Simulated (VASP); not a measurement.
# LaRe in VASP: further runs, part 2 of 2

VASP 6.6.1. Earlier steps stand in the parts before.

## (6) Single point, PBE (atoms moved at random and the cell strained at random)

INCAR reads:

```
SYSTEM = LaRe
ALGO = Fast ; EDIFF = 1E-6
ENCUT = 520 ; GGA = PE
ISIF = 2 ; ISMEAR = 0
LASPH = .TRUE. ; LCHARG = .FALSE.
LREAL = .FALSE. ; LWAVE = .FALSE.
NBANDS = 16 ; NELM = 80
PREC = Accurate ; SIGMA = 0.05
```

KPOINTS reads:

```
k-points
0
G
  10 10 10
  0 0 0
```

POSCAR reads:

```
LaRe
1.0
    3.6215092507     -0.0126895184     -0.0186633304
   -0.0126895184      3.5748327681     -0.0454282954
   -0.0186633304     -0.0454282954      3.5940456516
La Re
1 1
Direct
    0.0048242392     -0.0030609602     -0.0031943765
    0.4951757608      0.5030609602      0.5031943765
```

Potentials or basis: VASP PAW PBE potentials, release 64 (La, Re).

Launch:

```
$ cat potpaw_PBE.64/La/POTCAR potpaw_PBE.64/Re/POTCAR > POTCAR
$ mpirun -np 1 vasp_std > vasp.out
```

OUTCAR:

```text
SYSTEM = LaRe
   EDIFF = 1E-6
   ENCUT = 520
   GGA = PE
   ISIF = 2
   ISMEAR = 0
   LASPH = .TRUE.
   LREAL = .FALSE.
   NELM = 80
   PREC = Accurate

 ion  position               nearest neighbor table
   1  0.005  0.997  0.997-   2 3.06   2 3.07   2 3.08   2 3.12   2 3.12   2 3.15   2 3.16   2 3.17

   2  0.495  0.503  0.503-   1 3.06   1 3.07   1 3.08   1 3.12   1 3.12   1 3.15   1 3.16   1 3.17

  LATTYP: Found a triclinic cell.
 ALAT       =     5.0711489949
 B/A-ratio  =     0.7141536515
 C/A-ratio  =     1.0122813023
 COS(alpha) =     0.0023462569
 COS(beta)  =     0.5051671902
 COS(gamma) =     0.7092275712

  Lattice vectors:

 A1 = (   3.6088197323,   3.5621432497,  -0.0640916258)
 A2 = (   3.6215092507,  -0.0126895184,  -0.0186633304)
 A3 = (   0.0059738120,   3.6202610635,  -3.6394739470)

Analysis of symmetry for initial positions (statically):
=====================================================================
 Subroutine PRICEL returns:
 Original cell was already a primitive cell.

 Routine SETGRP: Setting up the symmetry group for a
 triclinic supercell.

 Subroutine GETGRP returns: Found  1 space group operations
 (whereof  1 operations were pure point group operations)
 out of a pool of  2 trial point group operations.

The static configuration has the point symmetry C_1 .

Analysis of symmetry for dynamics (positions and initial velocities):
=====================================================================
 Subroutine PRICEL returns:
 Original cell was already a primitive cell.

 Routine SETGRP: Setting up the symmetry group for a
 triclinic supercell.

 Subroutine GETGRP returns: Found  1 space group operations
 (whereof  1 operations were pure point group operations)
 out of a pool of  2 trial point group operations.

The dynamic configuration has the point symmetry C_1 .

 Subroutine INISYM returns: Found  1 space group operations
 (whereof  1 operations are pure point group operations),
 and found     1 'primitive' translations

----------------------------------------------------------------------------------------

                                     Primitive cell

  volume of cell :      46.5202

  direct lattice vectors                    reciprocal lattice vectors
     3.621509251 -0.012689518 -0.018663330     0.276138924  0.000998588  0.001446569
    -0.012689518  3.574832768 -0.045428295     0.000998588  0.279781916  0.003541595
    -0.018663330 -0.045428295  3.594045652     0.001446569  0.003541595  0.278290257

  length of vectors
     3.621579572  3.575143924  3.594381198     0.276144519  0.279806112  0.278316551

  position of ions in fractional coordinates (direct lattice)
     0.004824239  0.996939040  0.996805624
     0.495175761  0.503060960  0.503194376

  ion indices of the primitive-cell ions
   primitive index   ion index
                 1           1
                 2           2

----------------------------------------------------------------------------------------

 KPOINTS: k-points

Automatic generation of k-mesh.
 Grid dimensions read from file:
 generate k-points for:   10   10   10

 Generating k-lattice:

  Cartesian coordinates                     Fractional coordinates (reciprocal lattice)
     0.027613892  0.000099859  0.000144657     0.100000000  0.000000000  0.000000000
     0.000099859  0.027978192  0.000354159    -0.000000000  0.100000000 -0.000000000
     0.000144657  0.000354159  0.027829026     0.000000000 -0.000000000  0.100000000

  Length of vectors
     0.027614452  0.027980611  0.027831655

  Shift w.r.t. Gamma in fractional coordinates (k-lattice)
     0.000000000  0.000000000  0.000000000

 Subroutine IBZKPT returns following result:
 ===========================================

 Found    504 irreducible k-points:

 Following reciprocal coordinates:
            Coordinates               Weight
  0.000000  0.000000  0.000000      1.000000
  0.100000 -0.000000 -0.000000      2.000000
  0.200000 -0.000000 -0.000000      2.000000
  0.300000 -0.000000 -0.000000      2.000000
  0.400000 -0.000000 -0.000000      2.000000
  0.500000 -0.000000 -0.000000      1.000000
[... 16 lines left out ...]
 -0.400000  0.200000  0.000000      2.000000
 -0.300000  0.200000 -0.000000      2.000000
 [... further k-points ...]
   k-points           NKPTS =    504   k-points in BZ     NKDIM =    504   number of bands    NBANDS=     16
   number of dos      NEDOS =    301   number of ions     NIONS =      2
   total plane-waves  NPLWV =  21952
   dimension x,y,z NGX =    28 NGY =   28 NGZ =   28
   dimension x,y,z NGXF=    56 NGYF=   56 NGZF=   56
   ions per type =               1   1
   NGX,Y,Z   is equivalent  to a cutoff of  12.85, 13.02, 12.95 a.u.
   NGXF,Y,Z  is equivalent  to a cutoff of  25.71, 26.04, 25.90 a.u.
 SYSTEM =  LaRe
   PREC   = accura    normal or accurate (medium, high low for compatibility)
   ISTART =      0    job   : 0-new  1-cont  2-samecut
   ICHARG =      2    charge: 1-file 2-atom 10-const
   ISPIN  =      1    spin polarized calculation?
   LNONCOLLINEAR =      F non collinear calculations
   LSORBIT =      F    spin-orbit coupling
   LASPH  =      T    aspherical Exc in radial PAW
   ENCUT  =  520.0 eV  38.22 Ry    6.18 a.u.   6.73  6.65  6.68*2*pi/ulx,y,z
   NELM   =     80;   NELMIN=  2; NELMDL= -5     # of ELM steps
   EDIFF  = 0.1E-05   stopping-criterion for ELM
   LREAL  =      F    real-space projection
   EDIFFG = 0.1E-04   stopping-criterion for IOM
   NSW    =      0    number of steps for IOM
   IBRION =     -1    ionic relax: 0-MD 1-quasi-New 2-CG
   NFREE  =      0    steps in history (QN), initial steepest desc. (CG)
   ISIF   =      2    stress and relaxation
   ISYM   =      2    0-nonsym 1-usesym 2-fastsym
   POTIM  = 0.5000    time-step for ionic-motion
   TEBEG  =    0.0;   TEEND  =   0.0 temperature during run
   PSTRESS=    0.0 pullay stress
   NELECT =      18.0000    total number of electrons
   NUPDOWN=      -1.0000    fix difference up-down
   EMIN   =  10.00;   EMAX   =-10.00  energy-range for DOS
   EFERMI =   0.00;   METHOD = LEGACY
   ISMEAR =     0;   SIGMA  =   0.05  broadening in eV -4-tet -1-fermi 0-gaus
   EFERMI_NEDOS =   21; number of points for ismear=-14 and -15
   IALGO  =     68    algorithm
   IMIX   =      4    mixing-type and parameters
     AMIX     =   0.40;   BMIX     =  1.00
     AMIX_MAG =   1.60;   BMIX_MAG =  1.00
  volume/ion in A,a.u.               =      23.26       156.97
  Fermi-wavevector in a.u.,A,eV,Ry     =   1.192939  2.254328 19.362509  1.423104
  Thomas-Fermi vector in A             =   2.328966
   LORBIT       =      0    0 simple, 1 ext, 2 COOP (PROOUT), +10 PAW based schemes
   GGA     = PE    functional components
   LHFCALC =     F    Hartree Fock is set to
   AEXX    =    0.0000 exact exchange contribution
   IVDW    =     0    specifies the selected vdW correction
   LEPSILON=     F    determine dielectric tensor
   LRPA    =     F    only Hartree local field effects (RPA)
 non-spin polarized calculation
 RMM-DIIS sequential band-by-band and
 Gauss-broadening in eV      SIGMA  =   0.05
  energy-cutoff  :      520.00
  volume of cell :       46.52
 maximum number of plane-waves:      1273
   NGX = 13   NGY = 13   NGZ = 13

 number of electron      18.0000000 magnetization

 Free energy of the ion-electron system (eV)
  ---------------------------------------------------
  ext. energy  EPLUGINS =         0.00000000
  ---------------------------------------------------
  free energy    TOTEN  =       -15.66931098 eV

  energy without entropy =      -15.66436825  energy(sigma->0) =      -15.66683961

 E-fermi :   8.1047     XC(G=0): -11.4134

 val. band max:        8.1031414711   @ k =   0.0000   0.0000   0.0000
 cond. band min:       8.1053243282   @ k =   0.3000  -0.4000   0.4000
 fundamental gap:      0.0021828571
 Fermi energy:         8.1046960704

 k-point     1 :       0.0000    0.0000    0.0000
  band No.  band energies     occupation
      1     -23.2076      2.00000
      2      -6.6031      2.00000
      3      -6.5780      2.00000
      4      -6.5354      2.00000
      5       3.1598      2.00000
      6       5.0048      2.00000
[... 8 lines left out ...]
     15      11.6929      0.00000
     16      11.7466      0.00000
[... 419 lines left out ...]
 k-point    24 :      -0.3000    0.2000   -0.0000
  band No.  band energies     occupation
      1     -23.0874      2.00000
      2      -7.3948      2.00000
      3      -6.9583      2.00000
      4      -6.4893      2.00000
      5       5.0400      2.00000
      6       5.8996      2.00000
[... 8 lines left out ...]
     15      11.9773      0.00000
     16      12.0202      0.00000

 [... further k-points ...]
[... 5 lines left out ...]
  --------------------------------------------------------------------------------------
  -------------------------------------------------------------------------------------
  Total       -0.3566677     -0.1909593     -0.2404677     -0.0176778     -0.0780795     -0.0449814
  in kB      -12.2837932     -6.5767204     -8.2818140     -0.6088303     -2.6890920     -1.5491782
  external PRESSURE =      -9.0474425 kB  Pullay stress =       0.0000000 kB

 VOLUME and BASIS-vectors are now :
 -----------------------------------------------------------------------------
  energy-cutoff  :      520.00
  volume of cell :       46.52
      direct lattice vectors                 reciprocal lattice vectors
     3.621509251 -0.012689518 -0.018663330     0.276138924  0.000998588  0.001446569
    -0.012689518  3.574832768 -0.045428295     0.000998588  0.279781916  0.003541595
    -0.018663330 -0.045428295  3.594045652     0.001446569  0.003541595  0.278290257

 POSITION                                       TOTAL-FORCE (eV/Angst)
 -----------------------------------------------------------------------------------
     -0.01378      3.51855      3.53719        -0.118410      0.072837      0.077919
      1.77751      1.76922      1.77641         0.118410     -0.072837     -0.077919
 -----------------------------------------------------------------------------------
    total drift:                                0.000599     -0.000537     -0.000431

  FREE ENERGIE OF THE ION-ELECTRON SYSTEM (eV)
  ---------------------------------------------------
  free  energy   TOTEN  =       -15.6693109775 eV

  energy  without entropy=      -15.6643682524  energy(sigma->0) =      -15.66683961
```

OSZICAR:

```text
N       E                     dE             d eps       ncg     rms          rms(c)
DAV:   1     0.115030967237E+03    0.11503E+03   -0.68460E+03 22936   0.169E+03
DAV:   2    -0.483677820916E+01   -0.11987E+03   -0.11089E+03 27384   0.258E+02
DAV:   3    -0.158790420284E+02   -0.11042E+02   -0.10528E+02 27560   0.921E+01
[... 18 lines left out ...]
RMM:  22    -0.156692936226E+02   -0.13206E-04   -0.11479E-04 27298   0.826E-02    0.218E-02
RMM:  23    -0.156692969311E+02   -0.33084E-05   -0.35111E-05 24091   0.895E-02    0.176E-02
RMM:  24    -0.156693047189E+02   -0.77878E-05   -0.92829E-05 25186   0.822E-02    0.104E-02
RMM:  25    -0.156693067511E+02   -0.20323E-05   -0.35102E-05 27183   0.108E-01    0.422E-03
RMM:  26    -0.156693109944E+02   -0.42433E-05   -0.44285E-05 24095   0.786E-02    0.756E-03
RMM:  27    -0.156693109775E+02    0.16914E-07   -0.15324E-06 22260   0.783E-02
   1 F= -.15669311E+02 E0= -.15666840E+02  d E =-.494273E-02
```

Run time: 5.7 min. Hardware: 1 thread of Intel Xeon 6975P-C (Granite Rapids), shared host; peak memory 0.58 GiB.

What came out:

| Quantity | Value |
| --- | --- |
| Free energy | -15.6693 eV |
| Pressure | -0.9 GPa |
| Largest force | 0.159 eV/Å |
| Band gap on the k mesh | zero (bands 9 and 10 overlap by 2.00 eV) |

Forces on the atoms (eV/Å):
```
La  -0.118  0.073  0.078
Re   0.118 -0.073 -0.078
```

Stress tensor (GPa, compression positive):
```
-1.23 -0.06 -0.15
-0.06 -0.66 -0.27
-0.15 -0.27 -0.83
```

Caveat: the cell differs from its parent crystal (atoms moved at random and the cell strained at random); spin-orbit coupling is left out, which moves the levels of the heavy elements.

## (7) Summary

```csv
cell,gap on the mesh (eV),pressure (GPa),largest force (eV/Å)
"a = 3.584, b = 3.584, c = 3.512 Å, 2 atoms, atomic positions A",none,2.0,-
"a = 3.584 Å, 2 atoms, atomic positions B",none,0.1,0.28
"a = 3.584, b = 3.619 Å, 2 atoms, atomic positions A",none,-0.9,-
"a = 3.537, b = 3.568, c = 3.574 Å, angles 89.5, 90.3, 90.0°, 2 atoms, atomic positions C",none,2.0,0.21
"a = 3.622, b = 3.575, c = 3.594 Å, angles 91.5, 90.6, 90.4°, 2 atoms, atomic positions D",none,-0.9,0.16
```

Alike in all rows: task single point; level PBE; potentials or basis VASP PAW PBE potentials, release 64 (La, Re); no spin polarisation; k mesh 10 × 10 × 10; cutoff (eV) 520; smearing gaussian 0.05 eV.

Caveats: spin-orbit coupling is left out, which moves the levels of the heavy elements.

Absolute energies hang on the potentials; compare differences alone.
